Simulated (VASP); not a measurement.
# Li16C (a cell with a defect) in VASP: single point with PBEsol

Aim: the single point of Li16C (a cell with a defect) with PBEsol.

Program: VASP 6.6.1. These are calculated values, not measurements. Logs are shortened: lines on timing, memory, paths and dates and some standing lists are left out, and cuts for length are marked.

### 1 The cell of the first run

The cell holds a defect, 17 atoms: a = 6.980 Å, b = 6.980 Å, c = 6.980 Å, α = 90.00°, β = 90.00°, γ = 90.00°.

### 2 Single point, PBEsol

The input, INCAR:

```
PREC = Accurate ; ENCUT = 520
EDIFF = 1E-6 ; ISMEAR = 0
SIGMA = 0.1 ; LREAL = Auto
LASPH = True ; NELM = 80
ALGO = Normal ; ISIF = 2
LWAVE = False ; LCHARG = False
GGA = PS ; NBANDS = 40
```

The input, KPOINTS:

```
Automatic mesh
0
Gamma
  3 3 3
```

The input, POSCAR:

```
Li16C
1.0
    6.9800000000      0.0000000000      0.0000000000
    0.0000000000      6.9800000000      0.0000000000
    0.0000000000      0.0000000000      6.9800000000
Li C
16 1
Direct
    0.0454297994      0.0002446991      0.0450223496
    0.4622919771      0.0001280802      0.0459458453
   -0.0193412607      0.5001974212     -0.0187795129
    0.0473952722      0.0002015759      0.4614833811
    0.2526501433      0.2859934097      0.2518412607
    0.5273879656      0.5003352436     -0.0176617479
    0.4599500000      0.0002431232      0.4601651862
    0.7554010029      0.2506318052      0.2546217765
   -0.0173193410      0.5002457020      0.5265842407
    0.2524263610      0.7146018625      0.2516829513
    0.2545736390      0.2512800860      0.7563454155
    0.5262094556      0.5003422636      0.5263187679
    0.7553803725      0.7497276504      0.2545404011
    0.7530977077      0.2088779370      0.7524048711
    0.2544143266      0.7490810888      0.7562204871
    0.7531230659      0.7914971347      0.7523588825
    0.2529270774      0.0002743553      0.2515429799
```

Potentials or basis: VASP PAW PBE potentials, release 64 (Li_sv, C).

Started as:

```sh
$ cat potpaw_PBE.64/Li_sv/POTCAR potpaw_PBE.64/C/POTCAR > POTCAR
$ mpirun -np 1 vasp_std > vasp.out
```

OUTCAR:

```text
PREC = Accurate
   ENCUT = 520
   EDIFF = 1E-6
   ISMEAR = 0
   LREAL = Auto
   LASPH = True
   NELM = 80
   ISIF = 2
   GGA = PS

 ion  position               nearest neighbor table
   1  0.045  0.000  0.045-  17 2.04
   2  0.462  0.000  0.046-  17 2.05
   3  0.981  0.500  0.981-
   4  0.047  0.000  0.461-  17 2.05
   5  0.253  0.286  0.252-  17 1.99
   6  0.527  0.500  0.982-
   7  0.460  0.000  0.460-  17 2.05
   8  0.755  0.251  0.255-
   9  0.983  0.500  0.527-
  10  0.252  0.715  0.252-  17 1.99
  11  0.255  0.251  0.756-
  12  0.526  0.500  0.526-
  13  0.755  0.750  0.255-
  14  0.753  0.209  0.752-
  15  0.254  0.749  0.756-
  16  0.753  0.791  0.752-
  17  0.253  0.000  0.252-  10 1.99   5 1.99   1 2.04   2 2.05   4 2.05   7 2.05

  LATTYP: Found a simple cubic cell.
 ALAT       =     6.9800000000

  Lattice vectors:

 A1 = (   6.9800000000,   0.0000000000,   0.0000000000)
 A2 = (   0.0000000000,   6.9800000000,   0.0000000000)
 A3 = (   0.0000000000,   0.0000000000,   6.9800000000)

Analysis of symmetry for initial positions (statically):
=====================================================================
 Subroutine PRICEL returns:
 Original cell was already a primitive cell.

 Routine SETGRP: Setting up the symmetry group for a
 simple cubic supercell.

 Subroutine GETGRP returns: Found  1 space group operations
 (whereof  1 operations were pure point group operations)
 out of a pool of 48 trial point group operations.

The static configuration has the point symmetry C_1 .

Analysis of symmetry for dynamics (positions and initial velocities):
=====================================================================
 Subroutine PRICEL returns:
 Original cell was already a primitive cell.

 Routine SETGRP: Setting up the symmetry group for a
 simple cubic supercell.

 Subroutine GETGRP returns: Found  1 space group operations
 (whereof  1 operations were pure point group operations)
 out of a pool of 48 trial point group operations.

The dynamic configuration has the point symmetry C_1 .

 Subroutine INISYM returns: Found  1 space group operations
 (whereof  1 operations are pure point group operations),
 and found     1 'primitive' translations

----------------------------------------------------------------------------------------

                                     Primitive cell

  volume of cell :     340.0684

  direct lattice vectors                    reciprocal lattice vectors
     6.980000000  0.000000000  0.000000000     0.143266476  0.000000000  0.000000000
     0.000000000  6.980000000  0.000000000     0.000000000  0.143266476  0.000000000
     0.000000000  0.000000000  6.980000000     0.000000000  0.000000000  0.143266476

  length of vectors
     6.980000000  6.980000000  6.980000000     0.143266476  0.143266476  0.143266476

  position of ions in fractional coordinates (direct lattice)
     0.045429799  0.000244699  0.045022350
     0.462291977  0.000128080  0.045945845
     0.980658739  0.500197421  0.981220487
     0.047395272  0.000201576  0.461483381
     0.252650143  0.285993410  0.251841261
     0.527387966  0.500335244  0.982338252
[... 9 lines left out ...]
     0.753123066  0.791497135  0.752358882
     0.252927077  0.000274355  0.251542980

  ion indices of the primitive-cell ions
   primitive index   ion index
                 1           1
                 2           2
                 3           3
                 4           4
                 5           5
                 6           6
[... 9 lines left out ...]
                16          16
                17          17

----------------------------------------------------------------------------------------

 KPOINTS: Automatic mesh

Automatic generation of k-mesh.
 Grid dimensions read from file:
 generate k-points for:    3    3    3

 Generating k-lattice:

  Cartesian coordinates                     Fractional coordinates (reciprocal lattice)
     0.047755492  0.000000000  0.000000000     0.333333333  0.000000000  0.000000000
     0.000000000  0.047755492  0.000000000     0.000000000  0.333333333  0.000000000
     0.000000000  0.000000000  0.047755492     0.000000000  0.000000000  0.333333333

  Length of vectors
     0.047755492  0.047755492  0.047755492

  Shift w.r.t. Gamma in fractional coordinates (k-lattice)
     0.000000000  0.000000000  0.000000000

 Subroutine IBZKPT returns following result:
 ===========================================

 Found     14 irreducible k-points:

 Following reciprocal coordinates:
            Coordinates               Weight
  0.000000  0.000000  0.000000      1.000000
  0.333333  0.000000  0.000000      2.000000
  0.000000  0.333333  0.000000      2.000000
  0.000000  0.000000  0.333333      2.000000
  0.333333  0.333333  0.000000      2.000000
  0.000000  0.333333  0.333333      2.000000
  0.333333  0.000000  0.333333      2.000000
 -0.333333  0.333333  0.000000      2.000000
 -0.333333  0.000000  0.333333      2.000000
  0.000000 -0.333333  0.333333      2.000000
  0.333333  0.333333  0.333333      2.000000
 -0.333333  0.333333  0.333333      2.000000
 -0.333333 -0.333333  0.333333      2.000000
  0.333333 -0.333333  0.333333      2.000000
   k-points           NKPTS =     14   k-points in BZ     NKDIM =     14   number of bands    NBANDS=     40
   number of dos      NEDOS =    301   number of ions     NIONS =     17
   total plane-waves  NPLWV = 157464
   dimension x,y,z NGX =    54 NGY =   54 NGZ =   54
   dimension x,y,z NGXF=   108 NGYF=  108 NGZF=  108
   ions per type =              16   1
   NGX,Y,Z   is equivalent  to a cutoff of  12.86, 12.86, 12.86 a.u.
   NGXF,Y,Z  is equivalent  to a cutoff of  25.72, 25.72, 25.72 a.u.
 SYSTEM =  unknown system
   PREC   = accura    normal or accurate (medium, high low for compatibility)
   ISTART =      0    job   : 0-new  1-cont  2-samecut
   ICHARG =      2    charge: 1-file 2-atom 10-const
   ISPIN  =      1    spin polarized calculation?
   LNONCOLLINEAR =      F non collinear calculations
   LSORBIT =      F    spin-orbit coupling
   LASPH  =      T    aspherical Exc in radial PAW
   ENCUT  =  520.0 eV  38.22 Ry    6.18 a.u.  12.98 12.98 12.98*2*pi/ulx,y,z
   NELM   =     80;   NELMIN=  2; NELMDL= -5     # of ELM steps
   EDIFF  = 0.1E-05   stopping-criterion for ELM
   LREAL  =      T    real-space projection
   EDIFFG = 0.1E-04   stopping-criterion for IOM
   NSW    =      0    number of steps for IOM
   IBRION =     -1    ionic relax: 0-MD 1-quasi-New 2-CG
   NFREE  =      0    steps in history (QN), initial steepest desc. (CG)
   ISIF   =      2    stress and relaxation
   ISYM   =      2    0-nonsym 1-usesym 2-fastsym
   POTIM  = 0.5000    time-step for ionic-motion
   TEBEG  =    0.0;   TEEND  =   0.0 temperature during run
   PSTRESS=    0.0 pullay stress
   NELECT =      52.0000    total number of electrons
   NUPDOWN=      -1.0000    fix difference up-down
   EMIN   =  10.00;   EMAX   =-10.00  energy-range for DOS
   EFERMI =   0.00;   METHOD = LEGACY
   ISMEAR =     0;   SIGMA  =   0.10  broadening in eV -4-tet -1-fermi 0-gaus
   EFERMI_NEDOS =   21; number of points for ismear=-14 and -15
   IALGO  =     38    algorithm
   IMIX   =      4    mixing-type and parameters
     AMIX     =   0.40;   BMIX     =  1.00
     AMIX_MAG =   1.60;   BMIX_MAG =  1.00
  volume/ion in A,a.u.               =      20.00       134.99
  Fermi-wavevector in a.u.,A,eV,Ry     =   0.875428  1.654319 10.427158  0.766374
  Thomas-Fermi vector in A             =   1.995098
   LORBIT       =      0    0 simple, 1 ext, 2 COOP (PROOUT), +10 PAW based schemes
   GGA     = PS    functional components
   LHFCALC =     F    Hartree Fock is set to
   AEXX    =    0.0000 exact exchange contribution
   IVDW    =     0    specifies the selected vdW correction
   LEPSILON=     F    determine dielectric tensor
   LRPA    =     F    only Hartree local field effects (RPA)
 non-spin polarized calculation
 Gauss-broadening in eV      SIGMA  =   0.10
  energy-cutoff  :      520.00
  volume of cell :      340.07
 maximum number of plane-waves:      9180
 NGX is ok and might be reduce to    54
   NGX = 25   NGY = 25   NGZ = 25

 number of electron      51.9999981 magnetization

 Free energy of the ion-electron system (eV)
  ---------------------------------------------------
  ext. energy  EPLUGINS =         0.00000000
  ---------------------------------------------------
  free energy    TOTEN  =       -39.07507708 eV

  energy without entropy =      -39.01486663  energy(sigma->0) =      -39.04497186

 E-fermi :   0.3845     XC(G=0):  -7.0201

 val. band max:        0.3728100754   @ k =   0.3333   0.3333   0.3333
 cond. band min:       0.5119812190   @ k =   0.3333   0.0000   0.0000
 fundamental gap:      0.1391711436
 Fermi energy:         0.3844998937

 k-point     1 :       0.0000    0.0000    0.0000
  band No.  band energies     occupation
      1     -45.7185      2.00000
      2     -45.7170      2.00000
      3     -45.7168      2.00000
      4     -45.7152      2.00000
      5     -45.4935      2.00000
      6     -45.4886      2.00000
[... 30 lines left out ...]
     37       3.7044      0.00000
     38       3.7657      0.00000

 k-point     2 :       0.3333    0.0000    0.0000
  band No.  band energies     occupation
      1     -45.7185      2.00000
      2     -45.7169      2.00000
      3     -45.7169      2.00000
      4     -45.7153      2.00000
      5     -45.4935      2.00000
      6     -45.4887      2.00000
[... 30 lines left out ...]
     37       3.7438      0.00000
     38       4.2330      0.00000
[... 449 lines left out ...]
     37       3.6516      0.00000
     38       4.1069      0.00000

 k-point    14 :       0.3333   -0.3333    0.3333
  band No.  band energies     occupation
      1     -45.7182      2.00000
      2     -45.7172      2.00000
      3     -45.7167      2.00000
      4     -45.7156      2.00000
      5     -45.4935      2.00000
      6     -45.4887      2.00000
[... 30 lines left out ...]
     37       3.6494      0.00000
     38       4.1066      0.00000
 [bands above 38 left out]

------------------------ aborting loop because EDIFF is reached ----------------------------------------

  FORCE on cell =-STRESS in cart. coord.  units (eV):
  Direction    XX          YY          ZZ          XY          YZ          ZX
  --------------------------------------------------------------------------------------
  -------------------------------------------------------------------------------------
  Total       -2.3023786     -0.1671637     -2.3260527      0.0020251      0.0001170      0.0130285
  in kB      -10.8472850     -0.7875648    -10.9588219      0.0095407      0.0005512      0.0613817
  external PRESSURE =      -7.5312239 kB  Pullay stress =       0.0000000 kB

 VOLUME and BASIS-vectors are now :
 -----------------------------------------------------------------------------
  energy-cutoff  :      520.00
  volume of cell :      340.07
      direct lattice vectors                 reciprocal lattice vectors
     6.980000000  0.000000000  0.000000000     0.143266476  0.000000000  0.000000000
     0.000000000  6.980000000  0.000000000     0.000000000  0.143266476  0.000000000
     0.000000000  0.000000000  6.980000000     0.000000000  0.000000000  0.143266476

 POSITION                                       TOTAL-FORCE (eV/Angst)
 -----------------------------------------------------------------------------------
      0.31710      0.00171      0.31426        -0.038390      0.000731     -0.037591
      3.22680      0.00089      0.32070         0.020215      0.001083     -0.024564
      6.84500      3.49138      6.84892        -0.005215     -0.000515     -0.003716
      0.33082      0.00141      3.22115        -0.023448      0.000283      0.017832
      1.76350      1.99623      1.75785         0.010193      0.030533      0.008492
      3.68117      3.49234      6.85672        -0.001956     -0.001592      0.002295
[... 9 lines left out ...]
      5.25680      5.52465      5.25146         0.006458      0.003150      0.007161
      1.76543      0.00191      1.75577         0.000510      0.003172      0.006532
 -----------------------------------------------------------------------------------
    total drift:                                0.026897      0.002083      0.022151

  FREE ENERGIE OF THE ION-ELECTRON SYSTEM (eV)
  ---------------------------------------------------
  free  energy   TOTEN  =       -39.0750770841 eV

  energy  without entropy=      -39.0148666307  energy(sigma->0) =      -39.04497186
```

It took 5.5 min on 1 thread of Intel Xeon Platinum 8488C (Sapphire Rapids), shared host; peak memory 0.42 GiB.

Results:

| Quantity | Value |
| --- | --- |
| Free energy | -39.0751 eV |
| Largest force | 0.054 eV/Å |
| Band gap on the k mesh | zero (bands 26 and 27 overlap by 0.01 eV) |

Forces on the atoms (eV/Å):
```
Li  -0.038  0.001 -0.038
Li   0.020  0.001 -0.025
Li  -0.005 -0.001 -0.004
Li  -0.023  0.000  0.018
Li   0.010  0.031  0.008
Li  -0.002 -0.002  0.002
Li   0.023  0.000  0.022
Li  -0.001 -0.006  0.001
Li   0.002 -0.001 -0.003
Li   0.010 -0.032  0.009
Li   0.000 -0.008 -0.002
Li  -0.012 -0.001 -0.011
Li   0.000  0.006  0.002
Li   0.007 -0.003  0.006
Li   0.001  0.008 -0.001
Li   0.006  0.003  0.007
C    0.001  0.003  0.007
```

Levels at points of the mesh, in eV from the Fermi level:
```
           k point  band 24  band 25  band 26  band 27  band 28  band 29
(0.00, 0.00, 0.00)    -0.28    -0.28    -0.21     0.41     0.47     0.61
```

Caveat: the cutoff is under 1.25 times the usual one of these potentials, so pressure, stress and relaxed cells hold a basis-set (Pulay) error; the PAW data sets were made with another functional, which shifts forces and pressure a little.

The gap in the log of VASP goes by the Fermi energy; the results here count the filled bands.